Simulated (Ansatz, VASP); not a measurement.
Ag: VASP beside Ansatz

INCAR

```
PREC     = Accurate       # precision mode
ENCUT    = 520            # plane-wave cutoff, eV
EDIFF    = 1E-8           # SCF threshold, eV
ISMEAR   = -1             # smearing method
SIGMA    = 0.05           # smearing width, eV
LREAL    = False          # projectors in reciprocal space
LASPH    = True           # aspherical terms in the spheres
NELM     = 80             # most SCF steps
ALGO     = Normal         # electronic algorithm
ISIF     = 2              # what is computed and relaxed
LWAVE    = False          # write WAVECAR
LCHARG   = False          # write CHGCAR
GGA      = PS             # functional
LEFG     = True         
NBANDS   = 18             # bands
```

The input KPOINTS:

```
regular mesh
0
Gamma
  18 18 10
```

File POSCAR:

```
Ag
1.0
    2.9300000000      0.0000000000      0.0000000000
   -1.4650000000      2.5374544331      0.0000000000
    0.0000000000      0.0000000000      4.7900000000
Ag
2
Direct
    0.3333333333      0.6666666667      0.2500000000
    0.6666666667      0.3333333333      0.7500000000
```

Input for Ansatz:

```yaml
crystal:
  lattice:
    - [2.93, 0.0, 0.0]
    - [-1.465, 2.5374544331, 0.0]
    - [0.0, 0.0, 4.79]
  atoms:
    - { symbol: Ag, position: [0.3333333333, 0.6666666667, 0.25] }
    - { symbol: Ag, position: [0.6666666667, 0.3333333333, 0.75] }
kpoints:
  mp_grid: { grid: [18, 18, 10] }
scf:
  occupations: { method: fermi_dirac, width: 0.05 }
hamiltonian:
  xc: pbesol
  pseudopotentials: { kind: paw }
output:
  forces: true
  stress: true
  populations: true
  efg: { contact_densities: true }
```

Alike in both runs: task electric field gradients; functional PBEsol; k mesh 18 × 18 × 10; occupations fermi-dirac, width 0.05 eV; no spin polarisation.

```csv
,VASP,Ansatz
version,VASP 6.6.1,Ansatz 0.2.0
potentials or method,"VASP PAW PBE potentials, release 64 (Ag)","plane-wave PAW, scalar-relativistic"
plane-wave cutoff (eV),520,420
valence electrons in the cell,22,38
```

|  | VASP | Ansatz | Ansatz less VASP |
| --- | --- | --- | --- |
| pressure (GPa) | -6.4 | -6.3 | +0.14 |
| traceless stress, the component that is largest in VASP (GPa) | 0.07 | 0.07 | +0.005 |
| size of Vzz on the site where it differs most (V/Å²) | 0.9 | 0.9 | +0.09 |

VASP's potentials were made for PBE, not for PBEsol. With one functional, cell and mesh, what is left measures potentials, basis and numerics. VASP's potentials hold 22 valence electrons a cell and Ansatz's 38, so a difference there can come from the potentials and not from the codes.
